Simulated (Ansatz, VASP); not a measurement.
## One calculation of Sc3Al, two programs

Contents of INCAR:

```
SYSTEM = Sc3Al
  PREC = Accurate
  ENCUT = 520
  EDIFF = 1E-6
  ISMEAR = 0
  SIGMA = 0.15
  LREAL = .FALSE.
  LASPH = .TRUE.
  NELM = 100
  ALGO = Fast
  ISIF = 2
  LWAVE = .FALSE.
  LCHARG = .FALSE.
  GGA = PS
  NBANDS = 26
```

Contents of KPOINTS:

```
regular mesh
0
G
  12 12 12
  0 0 0
```

The input POSCAR:

```
Sc3Al
1.0
    4.3747949987      0.0000000000      0.0000000000
    0.0000000000      4.3747949987      0.0000000000
    0.0000000000      0.0000000000      4.4404169237
Sc Al
3 1
Direct
    0.5000000000      0.0000000000      0.5000000000
    0.0000000000      0.5000000000      0.5000000000
    0.5000000000      0.5000000000      0.0000000000
    0.0000000000      0.0000000000      0.0000000000
```

Input for Ansatz:

```yaml
crystal:
  lattice:
    - [4.3747949987, 0.0, 0.0]
    - [0.0, 4.3747949987, 0.0]
    - [0.0, 0.0, 4.4404169237]
  atoms:
    - { symbol: Sc, position: [0.5, 0.0, 0.5] }
    - { symbol: Sc, position: [0.0, 0.5, 0.5] }
    - { symbol: Sc, position: [0.5, 0.5, 0.0] }
    - { symbol: Al, position: [0.0, 0.0, 0.0] }
basis:
  ecutwfc: 420
kpoints:
  mp_grid: { grid: [12, 12, 12] }
hamiltonian:
  xc: pbesol
scf:
  occupations: { method: gaussian, width: 0.15 }
output:
  forces: true
  stress: true
  eigenvalues: true
```

Change from the starting cell: strain +0.000 along x and y, +0.015 along z, atoms carried along.

Alike in both runs: task single point; functional PBEsol; k mesh 12 × 12 × 12; occupations gaussian, width 0.15 eV; no spin polarisation.

|  | VASP | Ansatz |
| --- | --- | --- |
| version | VASP 6.6.1 | Ansatz 0.2.0 |
| potentials or method | VASP PAW PBE potentials, release 64 (Sc_sv, Al), cutoff 520 eV | scalar-relativistic, plane waves, PAW |
| valence electrons in the cell | 36 | 36 |

Ansatz gave:

| Item | Value |
| --- | --- |
| gap on the k mesh at the Fermi level (eV) | none |
| pressure (GPa) | -1.0 |
| traceless stress, the component that is largest in VASP (GPa) | -0.65 |

Question: Which values does VASP return?

Answer: gap on the k mesh at the Fermi level (eV): none; pressure (GPa): -0.9; traceless stress, the component that is largest in VASP (GPa): -0.65.

VASP's potentials were made for PBE, not for PBEsol. A gap of «none» marks a metal or a gap that the smearing closes.
